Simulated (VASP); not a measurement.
# Hg (R-3m) in VASP: further runs

The runs below take Hg through single point, with PBE.

All numbers are computed with VASP 6.6.1; they aren't measurements. Logs are shortened: lines on timing, memory, paths and dates and some standing lists are left out, and cuts for length are marked.

## (1) The cell of the first run

Symmetry: R-3m, No. 166, trigonal system. Conventional cell: a = 4.157 Å, b = 4.157 Å, c = 5.924 Å, α = 90.00°, β = 90.00°, γ = 120.00°. Within 4.2 Å of Hg (site symmetry -3m) lie 12 Hg at 3.11 to 4.16 Å.

## (2) Single point, PBE

INCAR reads:

```
PREC = Accurate
ENCUT = 520
EDIFF = 1E-7
ISMEAR = 1
SIGMA = 0.2
LREAL = False
LASPH = True
NELM = 100
ALGO = Normal
ISIF = 2
LWAVE = False
LCHARG = True
GGA = PE
LELF = True
LVHAR = True
NBANDS = 12
```

KPOINTS reads:

```
Automatic mesh
0
Gamma
  10 10 10
```

POSCAR reads:

```
Hg
1.0
    2.0783995336      1.1999645302      1.9747385792
   -2.0783995336      1.1999645302      1.9747385792
    0.0000000000     -2.3999290604      1.9747385791
Hg
1
Direct
    0.0000000000      1.0000000000      0.0000000000
```

Potentials or basis: VASP PAW PBE potentials, release 64 (Hg).

Run with:

```
$ cat potpaw_PBE.64/Hg/POTCAR > POTCAR
$ mpirun -np 1 vasp_std > vasp.out
```

OUTCAR:

```text
PREC = Accurate
   ENCUT = 520
   EDIFF = 1E-7
   ISMEAR = 1
   LREAL = False
   LASPH = True
   NELM = 100
   ISIF = 2
   GGA = PE

 ion  position               nearest neighbor table
   1  0.000  0.000  0.000-

  LATTYP: Found a trigonal (rhomboedric) cell.
 ALAT       =     3.1079337109
 COS(alpha) =     0.1055736732

  Lattice vectors:

 A1 = (   2.0783995336,   1.1999645302,   1.9747385792)
 A2 = (  -2.0783995336,   1.1999645302,   1.9747385792)
 A3 = (   0.0000000000,  -2.3999290604,   1.9747385791)

Analysis of symmetry for initial positions (statically):
=====================================================================
 Subroutine PRICEL returns:
 Original cell was already a primitive cell.

 Routine SETGRP: Setting up the symmetry group for a
 trigonal (rhombohedral) supercell.

 Subroutine GETGRP returns: Found 12 space group operations
 (whereof 12 operations were pure point group operations)
 out of a pool of 12 trial point group operations.

The static configuration has the point symmetry D_3d.

Analysis of symmetry for dynamics (positions and initial velocities):
=====================================================================
 Subroutine PRICEL returns:
 Original cell was already a primitive cell.

 Routine SETGRP: Setting up the symmetry group for a
 trigonal (rhombohedral) supercell.

 Subroutine GETGRP returns: Found 12 space group operations
 (whereof 12 operations were pure point group operations)
 out of a pool of 12 trial point group operations.

The dynamic configuration has the point symmetry D_3d.

 Subroutine INISYM returns: Found 12 space group operations
 (whereof 12 operations are pure point group operations),
 and found     1 'primitive' translations

----------------------------------------------------------------------------------------

                                     Primitive cell

  volume of cell :      29.5501

  direct lattice vectors                    reciprocal lattice vectors
     2.078399534  1.199964530  1.974738579     0.240569723  0.138892994  0.168798714
    -2.078399534  1.199964530  1.974738579    -0.240569723  0.138892994  0.168798714
     0.000000000 -2.399929060  1.974738579     0.000000000 -0.277785989  0.168798714

  length of vectors
     3.107933711  3.107933711  3.107933711     0.325050860  0.325050860  0.325050860

  position of ions in fractional coordinates (direct lattice)
     0.000000000  0.000000000  0.000000000

  ion indices of the primitive-cell ions
   primitive index   ion index
                 1           1

----------------------------------------------------------------------------------------

 KPOINTS: Automatic mesh

Automatic generation of k-mesh.
 Grid dimensions read from file:
 generate k-points for:   10   10   10

 Generating k-lattice:

  Cartesian coordinates                     Fractional coordinates (reciprocal lattice)
     0.024056972  0.013889299  0.016879871     0.100000000  0.000000000  0.000000000
    -0.024056972  0.013889299  0.016879871     0.000000000  0.100000000  0.000000000
     0.000000000 -0.027778599  0.016879871     0.000000000  0.000000000  0.100000000

  Length of vectors
     0.032505086  0.032505086  0.032505086

  Shift w.r.t. Gamma in fractional coordinates (k-lattice)
     0.000000000  0.000000000  0.000000000

 Subroutine IBZKPT returns following result:
 ===========================================

 Found    116 irreducible k-points:

 Following reciprocal coordinates:
            Coordinates               Weight
  0.000000  0.000000  0.000000      1.000000
  0.100000 -0.000000  0.000000      6.000000
  0.200000 -0.000000  0.000000      6.000000
  0.300000 -0.000000  0.000000      6.000000
  0.400000  0.000000  0.000000      6.000000
  0.500000  0.000000  0.000000      3.000000
[... 16 lines left out ...]
  0.300000  0.300000  0.000000      6.000000
  0.400000  0.300000 -0.000000     12.000000
 [... further k-points ...]
   k-points           NKPTS =    116   k-points in BZ     NKDIM =    116   number of bands    NBANDS=     12
   number of dos      NEDOS =    301   number of ions     NIONS =      1
   total plane-waves  NPLWV =  13824
   dimension x,y,z NGX =    24 NGY =   24 NGZ =   24
   dimension x,y,z NGXF=    48 NGYF=   48 NGZF=   48
   ions per type =               1
   NGX,Y,Z   is equivalent  to a cutoff of  12.84, 12.84, 12.84 a.u.
   NGXF,Y,Z  is equivalent  to a cutoff of  25.68, 25.68, 25.68 a.u.
 SYSTEM =  unknown system
   PREC   = accura    normal or accurate (medium, high low for compatibility)
   ISTART =      0    job   : 0-new  1-cont  2-samecut
   ICHARG =      2    charge: 1-file 2-atom 10-const
   ISPIN  =      1    spin polarized calculation?
   LNONCOLLINEAR =      F non collinear calculations
   LSORBIT =      F    spin-orbit coupling
   LASPH  =      T    aspherical Exc in radial PAW
   ENCUT  =  520.0 eV  38.22 Ry    6.18 a.u.   5.78  5.78  5.78*2*pi/ulx,y,z
   NELM   =    100;   NELMIN=  2; NELMDL= -5     # of ELM steps
   EDIFF  = 0.1E-06   stopping-criterion for ELM
   LREAL  =      F    real-space projection
   EDIFFG = 0.1E-05   stopping-criterion for IOM
   NSW    =      0    number of steps for IOM
   IBRION =     -1    ionic relax: 0-MD 1-quasi-New 2-CG
   NFREE  =      0    steps in history (QN), initial steepest desc. (CG)
   ISIF   =      2    stress and relaxation
   ISYM   =      2    0-nonsym 1-usesym 2-fastsym
   POTIM  = 0.5000    time-step for ionic-motion
   TEBEG  =    0.0;   TEEND  =   0.0 temperature during run
   PSTRESS=    0.0 pullay stress
   NELECT =      12.0000    total number of electrons
   NUPDOWN=      -1.0000    fix difference up-down
   EMIN   =  10.00;   EMAX   =-10.00  energy-range for DOS
   EFERMI =   0.00;   METHOD = LEGACY
   ISMEAR =     1;   SIGMA  =   0.20  broadening in eV -4-tet -1-fermi 0-gaus
   EFERMI_NEDOS =   21; number of points for ismear=-14 and -15
   IALGO  =     38    algorithm
   IMIX   =      4    mixing-type and parameters
     AMIX     =   0.40;   BMIX     =  1.00
     AMIX_MAG =   1.60;   BMIX_MAG =  1.00
  volume/ion in A,a.u.               =      29.55       199.41
  Fermi-wavevector in a.u.,A,eV,Ry     =   1.212316  2.290945 19.996617  1.469710
  Thomas-Fermi vector in A             =   2.347804
   LORBIT       =      0    0 simple, 1 ext, 2 COOP (PROOUT), +10 PAW based schemes
   GGA     = PE    functional components
   LHFCALC =     F    Hartree Fock is set to
   AEXX    =    0.0000 exact exchange contribution
   IVDW    =     0    specifies the selected vdW correction
   LEPSILON=     F    determine dielectric tensor
   LRPA    =     F    only Hartree local field effects (RPA)
 non-spin polarized calculation
 Methfessel and Paxton  Order N= 1 SIGMA  =   0.20
  energy-cutoff  :      520.00
  volume of cell :       29.55
 maximum number of plane-waves:       811
   NGX = 11   NGY = 11   NGZ = 11

 number of electron      12.0000000 magnetization

 Free energy of the ion-electron system (eV)
  ---------------------------------------------------
  ext. energy  EPLUGINS =         0.00000000
  ---------------------------------------------------
  free energy    TOTEN  =        -0.17156526 eV

  energy without entropy =       -0.17226262  energy(sigma->0) =       -0.17179772

 E-fermi :   1.2567     XC(G=0):  -9.5675

 val. band max:        1.1995010393   @ k =  -0.2000   0.5000   0.1000
 cond. band min:       1.4622472052   @ k =   0.5000   0.5000   0.0000
 fundamental gap:      0.2627461659
 Fermi energy:         1.2567228555

 k-point     1 :       0.0000    0.0000    0.0000
  band No.  band energies     occupation
      1      -6.4070      2.00000
      2      -6.2193      2.00000
      3      -6.2193      2.00000
      4      -4.5939      2.00000
      5      -4.5939      2.00000
      6      -4.5524      2.00000
      7      10.9697      0.00000
      8      10.9697      0.00000
      9      11.1899      0.00000
     10      14.2586      0.00000
     11      15.9941      0.00000
     12      15.9941      0.00000

 k-point     2 :       0.1000   -0.0000    0.0000
  band No.  band energies     occupation
      1      -6.2849      2.00000
      2      -6.2069      2.00000
      3      -6.0750      2.00000
      4      -4.6443      2.00000
      5      -4.6198      2.00000
      6      -4.5686      2.00000
      7       9.2859      0.00000
      8      11.1869      0.00000
      9      11.3347      0.00000
     10      14.8606      0.00000
     11      15.9808      0.00000
     12      17.4378      0.00000

 k-point     3 :       0.2000   -0.0000    0.0000
  band No.  band energies     occupation
      1      -6.1752      2.00000
      2      -6.1676      2.00000
      3      -5.4178      2.00000
      4      -4.7717      2.00000
      5      -4.7265      2.00000
      6      -4.5647      2.00000
      7       6.5940      0.00000
      8      11.7831      0.00000
      9      11.8780      0.00000
     10      15.2971      0.00000
     11      15.9594      0.00000
     12      20.6077      0.00000
[... 286 lines left out ...]
 k-point    23 :       0.3000    0.3000    0.0000
  band No.  band energies     occupation
      1      -6.0139      2.00000
      2      -5.5431      2.00000
      3      -4.9997      2.00000
      4      -4.8623      2.00000
      5      -4.8156      2.00000
      6      -3.1963      2.00000
      7       5.7257      0.00000
      8       6.5407      0.00000
      9      11.9039      0.00000
     10      13.4724      0.00000
     11      17.5344      0.00000
     12      20.4729      0.00000

 k-point    24 :       0.4000    0.3000   -0.0000
  band No.  band energies     occupation
      1      -5.9766      2.00000
      2      -5.6975      2.00000
      3      -4.9609      2.00000
      4      -4.8291      2.00000
      5      -4.7466      2.00000
      6      -1.9508      2.00000
      7       3.5698     -0.00000
      8       7.0444      0.00000
      9      10.6362      0.00000
     10      14.1197      0.00000
     11      18.3323      0.00000
     12      19.5717      0.00000

 [... further k-points ...]
[... 5 lines left out ...]
  --------------------------------------------------------------------------------------
  -------------------------------------------------------------------------------------
  Total        0.0291611      0.0291611     -0.0169408      0.0000000      0.0000000      0.0000000
  in kB        1.5810885      1.5810885     -0.9185133      0.0000000      0.0000000      0.0000000
  external PRESSURE =       0.7478879 kB  Pullay stress =       0.0000000 kB

 VOLUME and BASIS-vectors are now :
 -----------------------------------------------------------------------------
  energy-cutoff  :      520.00
  volume of cell :       29.55
      direct lattice vectors                 reciprocal lattice vectors
     2.078399534  1.199964530  1.974738579     0.240569723  0.138892994  0.168798714
    -2.078399534  1.199964530  1.974738579    -0.240569723  0.138892994  0.168798714
     0.000000000 -2.399929060  1.974738579     0.000000000 -0.277785989  0.168798714

 POSITION                                       TOTAL-FORCE (eV/Angst)
 -----------------------------------------------------------------------------------
      0.00000      0.00000      0.00000        -0.000000     -0.000000     -0.000000
 -----------------------------------------------------------------------------------
    total drift:                                0.000000     -0.000000      0.000000

  FREE ENERGIE OF THE ION-ELECTRON SYSTEM (eV)
  ---------------------------------------------------
  free  energy   TOTEN  =        -0.1715652636 eV

  energy  without entropy=       -0.1722626241  energy(sigma->0) =       -0.17179772
```

Wall time 13 s (1 thread of Intel Xeon Platinum 8488C (Sapphire Rapids), shared host); peak memory 0.16 GiB.

Results:

```
Free energy            : -0.1716 eV
Pressure               : 0.1 GPa
Band gap on the k mesh : zero (bands 6 and 7 overlap by 4.24 eV)
```

Levels at points of the mesh, in eV from the Fermi level:
```
           k point  band 4  band 5  band 6  band 7  band 8  band 9
(0.00, 0.00, 0.00)   -5.85   -5.85   -5.81    9.71    9.71    9.93
(0.50, 0.00, 0.00)   -6.23   -5.80   -2.82   -1.24   12.26   12.29
(0.50, 0.50, 0.00)   -6.20   -5.32    0.21    1.05    2.44    7.37
(0.50, 0.50, 0.50)   -5.30   -5.30    3.00    3.28    5.49    5.49
```

Caveat: spin-orbit coupling is left out, which moves the levels of the heavy elements.

## (3) Single point, PBE

INCAR reads:

```
SYSTEM = Hg
ALGO = Normal
EDIFF = 1E-6
ENCUT = 520
GGA = PE
ISIF = 2
ISMEAR = 1
LASPH = .True.
LCHARG = .True.
LELF = .True.
LREAL = .False.
LVHAR = .True.
LWAVE = .False.
NBANDS = 12
NELM = 100
PREC = Accurate
SIGMA = 0.3
```

KPOINTS reads:

```
k-points
0
Gamma
  10 10 10
  0 0 0
```

POSCAR is that of step 2.

Potentials or basis: VASP PAW PBE potentials, release 64 (Hg).

Run with:

```
$ cat potpaw_PBE.64/Hg/POTCAR > POTCAR
$ mpirun -np 1 vasp_std > vasp.out
```

OUTCAR:

```text
SYSTEM = Hg
   EDIFF = 1E-6
   ENCUT = 520
   GGA = PE
   ISIF = 2
   ISMEAR = 1
   LASPH = .True.
   LREAL = .False.
   NELM = 100
   PREC = Accurate

 ion  position               nearest neighbor table
   1  0.000  0.000  0.000-

  LATTYP: Found a trigonal (rhomboedric) cell.
 ALAT       =     3.1079337109
 COS(alpha) =     0.1055736732

  Lattice vectors:

 A1 = (   2.0783995336,   1.1999645302,   1.9747385792)
[... 530 lines left out ...]
      2      -5.6970      2.00000
      3      -4.9604      2.00000
      4      -4.8285      2.00000
      5      -4.7461      2.00000
      6      -1.9506      2.00000
      7       3.5700     -0.00000
      8       7.0446     -0.00000
      9      10.6363      0.00000
     10      14.1199      0.00000
     11      18.3324      0.00000
     12      19.5718      0.00000

 [... further k-points ...]
[... 5 lines left out ...]
  --------------------------------------------------------------------------------------
  -------------------------------------------------------------------------------------
  Total        0.0314009      0.0314009     -0.0135299     -0.0000000      0.0000000     -0.0000000
  in kB        1.7025277      1.7025277     -0.7335806     -0.0000000      0.0000000     -0.0000000
  external PRESSURE =       0.8904916 kB  Pullay stress =       0.0000000 kB

 VOLUME and BASIS-vectors are now :
 -----------------------------------------------------------------------------
  energy-cutoff  :      520.00
  volume of cell :       29.55
      direct lattice vectors                 reciprocal lattice vectors
     2.078399534  1.199964530  1.974738579     0.240569723  0.138892994  0.168798714
    -2.078399534  1.199964530  1.974738579    -0.240569723  0.138892994  0.168798714
     0.000000000 -2.399929060  1.974738579     0.000000000 -0.277785989  0.168798714

 POSITION                                       TOTAL-FORCE (eV/Angst)
 -----------------------------------------------------------------------------------
      0.00000      0.00000      0.00000        -0.000000      0.000000      0.000000
 -----------------------------------------------------------------------------------
    total drift:                                0.000000      0.000000      0.000000

  FREE ENERGIE OF THE ION-ELECTRON SYSTEM (eV)
  ---------------------------------------------------
  free  energy   TOTEN  =        -0.1710391874 eV

  energy  without entropy=       -0.1729622225  energy(sigma->0) =       -0.17168020
```

OSZICAR:

```text
N       E                     dE             d eps       ncg     rms          rms(c)
DAV:   1     0.744283165880E+02    0.74428E+02   -0.63095E+03  2912   0.926E+02
DAV:   2     0.120193972230E+01   -0.73226E+02   -0.68679E+02  2984   0.223E+02
DAV:   3    -0.195267903290E+00   -0.13972E+01   -0.13965E+01  3336   0.345E+01
DAV:   4    -0.196929642496E+00   -0.16617E-02   -0.16617E-02  2988   0.127E+00
DAV:   5    -0.196932794261E+00   -0.31518E-05   -0.31519E-05  3308   0.511E-02    0.234E+00
DAV:   6    -0.172375847521E+00    0.24557E-01   -0.64730E-02  3256   0.278E+00    0.187E+00
DAV:   7    -0.170913088089E+00    0.14628E-02   -0.78955E-03  3188   0.821E-01    0.920E-01
DAV:   8    -0.171007076529E+00   -0.93988E-04   -0.83277E-04  2980   0.338E-01    0.296E-02
DAV:   9    -0.171032041575E+00   -0.24965E-04   -0.14433E-05  3108   0.337E-02    0.900E-03
DAV:  10    -0.171039245796E+00   -0.72042E-05   -0.79899E-06  2884   0.266E-02    0.120E-03
DAV:  11    -0.171039187356E+00    0.58440E-07   -0.10015E-07  2068   0.213E-03
   1 F= -.17103919E+00 E0= -.17168020E+00  d E =0.192304E-02
```

stdout:

```text
POSCAR found type information on POSCAR Hg
 POSCAR found :  1 types and       1 ions
 scaLAPACK will be used
 LDA part: xc-table for (Slater+PW92), standard interpolation
 POSCAR, INCAR and KPOINTS ok, starting setup
 FFT: planning ... GRIDC
 FFT: planning ... GRID_SOFT
 FFT: planning ... GRID
 WAVECAR not read
 entering main loop
```

It took 18 s on 1 thread of Intel Xeon Platinum 8488C (Sapphire Rapids), shared host; peak memory 0.16 GiB.

Results:

```
Free energy            : -0.1710 eV
Pressure               : 0.1 GPa
Band gap on the k mesh : zero (bands 6 and 7 overlap by 4.24 eV)
```

Stress tensor (GPa, compression positive):
```
 0.17  0.00  0.00
 0.00  0.17  0.00
 0.00  0.00 -0.07
```

Caveat: so wide a smearing shifts energies and pressures; spin-orbit coupling is left out, which moves the levels of the heavy elements.

## (4) Single point, PBE

INCAR reads:

```
  PREC = Accurate
  ENCUT = 520
  EDIFF = 1E-6
  ISMEAR = 1
  SIGMA = 0.6
  LREAL = F
  LASPH = T
  NELM = 100
  ALGO = Normal
  ISIF = 2
  LWAVE = F
  LCHARG = T
  GGA = PE
  LELF = T
  LVHAR = T
  NBANDS = 12
```

KPOINTS reads:

```
regular mesh
0
Gamma
  10 10 10
```

POSCAR is that of step 3.

Run with:

```
$ cat potpaw_PBE.64/Hg/POTCAR > POTCAR
$ mpirun -np 1 vasp_std > vasp.out
```

Wall time 15 s (1 thread of Intel Xeon Platinum 8488C (Sapphire Rapids), shared host); peak memory 0.16 GiB.

The run converged. Its results:

```
Free energy            : -0.1683 eV
Pressure               : 0.1 GPa
Band gap on the k mesh : zero (bands 6 and 7 overlap by 4.25 eV)
```

Stress tensor (GPa, compression positive):
```
0.17 0.00 0.00
0.00 0.17 0.00
0.00 0.00 0.07
```

Levels at points of the mesh, in eV from the Fermi level:
```tsv
k point	band 4	band 5	band 6	band 7	band 8	band 9
(0.00, 0.00, 0.00)	-5.95	-5.95	-5.91	9.61	9.61	9.83
(0.50, 0.00, 0.00)	-6.33	-5.90	-2.92	-1.35	12.15	12.18
(0.50, 0.50, 0.00)	-6.30	-5.42	0.10	0.95	2.34	7.27
(0.50, 0.50, 0.50)	-5.40	-5.40	2.90	3.18	5.39	5.39
```

Caveat: so wide a smearing shifts energies and pressures; spin-orbit coupling is left out, which moves the levels of the heavy elements.

## (5) Single point, PBE

INCAR reads:

```
PREC = Accurate
ENCUT = 520
EDIFF = 1E-7
ISMEAR = 1
SIGMA = 1.0
LREAL = F
LASPH = T
NELM = 80
ALGO = Normal
ISIF = 2
LWAVE = F
LCHARG = T
GGA = PE
LELF = T
LVHAR = T
NBANDS = 12
```

KPOINTS reads:

```
Automatic mesh
0
Gamma
  10 10 10
```

POSCAR is that of step 4.

Run with:

```
$ cat potpaw_PBE.64/Hg/POTCAR > POTCAR
$ mpirun -np 1 vasp_std > vasp.out
```

Wall time 16 s (1 thread of Intel Xeon Platinum 8488C (Sapphire Rapids), shared host); peak memory 0.17 GiB.

Results (log left out):

```yaml
Free_energy: -0.1642 eV
Pressure: 0.1 GPa
Band_gap_on_the_k_mesh: zero (bands 6 and 7 overlap by 4.25 eV)
```

Levels at points of the mesh, in eV from the Fermi level:
| k point | band 2 | band 3 | band 4 | band 5 | band 6 | band 7 | band 8 | band 9 | band 10 | band 11 |
| --- | --- | --- | --- | --- | --- | --- | --- | --- | --- | --- |
| (0.00, 0.00, 0.00) | -7.56 | -7.56 | -5.93 | -5.93 | -5.89 | 9.63 | 9.63 | 9.85 | 12.91 | 14.66 |
| (0.50, 0.00, 0.00) | -7.30 | -6.41 | -6.31 | -5.88 | -2.90 | -1.33 | 12.18 | 12.20 | 15.22 | 15.74 |
| (0.50, 0.50, 0.00) | -7.25 | -6.31 | -6.28 | -5.40 | 0.12 | 0.97 | 2.36 | 7.29 | 13.98 | 17.93 |
| (0.50, 0.50, 0.50) | -7.08 | -7.08 | -5.38 | -5.38 | 2.92 | 3.20 | 5.41 | 5.41 | 9.07 | 10.02 |

Caveat: so wide a smearing shifts energies and pressures; spin-orbit coupling is left out, which moves the levels of the heavy elements.

## (6) The runs side by side

```csv
smearing,gap on the mesh (eV),pressure (GPa)
methfessel-paxton 0.2 eV,none,0.1
methfessel-paxton 0.3 eV,none,0.1
methfessel-paxton 0.6 eV,none,0.1
methfessel-paxton 1 eV,none,0.1
```

Alike in all rows: task single point; level PBE; potentials or basis VASP PAW PBE potentials, release 64 (Hg); no spin polarisation; cell as given; k mesh 10 × 10 × 10; cutoff (eV) 520.

Caveats: spin-orbit coupling is left out, which moves the levels of the heavy elements; so wide a smearing shifts energies and pressures (at least some runs).

Total energies depend on the potentials used, so only differences within one code and one set of settings carry meaning.

The gap in the log of VASP goes by the Fermi energy; the results here count the filled bands.